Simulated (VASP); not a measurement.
**In: single point with PBE**

The system is In.

```xyz
1
Lattice="-1.6343 1.6180 2.4739 1.6343 -1.6180 2.4739 1.6343 1.6180 -2.4739" Properties=species:S:1:pos:R:3 pbc="T T T"
In    0.0000    0.0000    0.0000
```

This cell differs from its parent crystal: strain +0.0050 x Voigt [1, -1, 0, 0, 0, 0].

```yaml
Program: VASP 6.6.1
Task: single point
Functional: PBE
Potentials_or_basis: VASP PAW PBE potentials, release 64 (In_d)
Cutoff: 520 eV
k_mesh: 20 × 20 × 20
Occupations: gaussian, width 0.15 eV
Spin: no spin polarisation
```

```yaml
Pressure: 2.0 GPa
```

Stress tensor (GPa, compression positive):
```
1.99 0.00 0.00
0.00 2.15 0.00
0.00 0.00 1.76
```

Levels at points of the mesh, in eV from the Fermi level:
```tsv
k point	band 2	band 3	band 4	band 5	band 6	band 7	band 8	band 9	band 10	band 11
(0.00, 0.00, 0.00)	-14.62	-14.60	-14.53	-14.42	-9.55	10.38	10.68	10.68	11.59	13.94
(0.50, 0.00, 0.00)	-14.67	-14.60	-14.34	-14.29	-4.25	-3.36	7.53	9.04	11.02	11.45
(0.00, 0.50, 0.00)	-14.69	-14.59	-14.33	-14.31	-4.37	-3.40	7.52	9.25	11.17	11.38
(0.50, 0.50, 0.00)	-14.77	-14.34	-14.32	-14.23	-1.96	-1.66	3.52	3.95	7.01	7.33
(0.50, 0.50, 0.50)	-14.77	-14.32	-14.29	-14.29	-2.93	-2.68	4.58	4.86	8.03	8.32
```

Wall time 12 min on 1 thread of Intel Xeon 8259CL, with other jobs on the host, peak memory 0.45 GiB.

Caveat: the cell differs from its parent crystal (strain +0.0050 x Voigt [1, -1, 0, 0, 0, 0]); spin-orbit coupling is left out, which moves the levels of the heavy elements.
